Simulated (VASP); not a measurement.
Write the native input for VASP 6.6.1 that does the following.

- Task: relaxation of shape and atoms at fixed volume
- Functional: r2SCAN
- Potentials or basis: VASP PAW PBE potentials, release 64 (Zn)
- Cutoff: 600 eV
- k mesh: 18 × 18 × 8
- Occupations: gaussian, width 0.1 eV
- Spin: no spin polarisation
- Dipole correction: no
- Further INCAR settings: ALGO = Normal; EDIFF = 1e-07; IBRION = 2; EDIFFG = -0.01; NSW = 50; ISIF = 4

Zn:

```
Zn
1.0
     2.56508    0.00000    0.00000
    -1.28254    2.22142    0.00000
     0.00000    0.00000    4.80242
Zn
2
Cartesian
  0.0000 1.4809 1.2006
  1.2825 0.7405 3.6018
```

One way to write it, as run:

POSCAR

```
Zn
1.0
    2.5650785579      0.0000000000      0.0000000000
   -1.2825392789      2.2214231939      0.0000000000
    0.0000000000      0.0000000000      4.8024196086
Zn
2
Direct
    0.3333333333      0.6666666667      0.2500000000
    0.6666666667      0.3333333333      0.7500000000
```

INCAR.step1

```
PREC = Accurate
ENCUT = 600
ISMEAR = 0
SIGMA = 0.1
LREAL = F
LASPH = T
NELM = 60
GGA = PE
ALGO = Normal
EDIFF = 1E-4
LWAVE = T
LCHARG = F
```

INCAR.step2

```
PREC = Accurate
ENCUT = 600
EDIFF = 1E-7
ISMEAR = 0
SIGMA = 0.1
LREAL = F
LASPH = T
NELM = 60
ALGO = Normal
ISIF = 4
LWAVE = F
LCHARG = F
METAGGA = R2SCAN
LMIXTAU = T
IBRION = 2
NSW = 50
EDIFFG = -0.01
ISTART = 1
```

KPOINTS

```
Automatic mesh
0
Gamma
  18 18 8
```

Potentials or basis: VASP PAW PBE potentials, release 64 (Zn).

Command:

```console
$ cat potpaw_PBE.64/Zn/POTCAR > POTCAR
$ cp INCAR.step1 INCAR
$ mpirun -np 1 vasp_std > vasp.out
$ cp INCAR.step2 INCAR
$ mpirun -np 1 vasp_std > vasp.out
```

Results of the run:

```yaml
Energy_gained_by_relaxing: 1.4 meV/atom
Ionic_steps: 5
Pressure_after_relaxing: 5.3 GPa
Band_gap_on_the_k_mesh: zero (bands 12 and 13 overlap by 4.46 eV)
```

Caveat: the PAW data sets were made with another functional, which shifts forces and pressure a little.

Wall time 17 min on 1 thread of Intel(R) Xeon(R) 6975P-C (Granite Rapids), with other jobs on the host, peak memory 0.22 GiB.
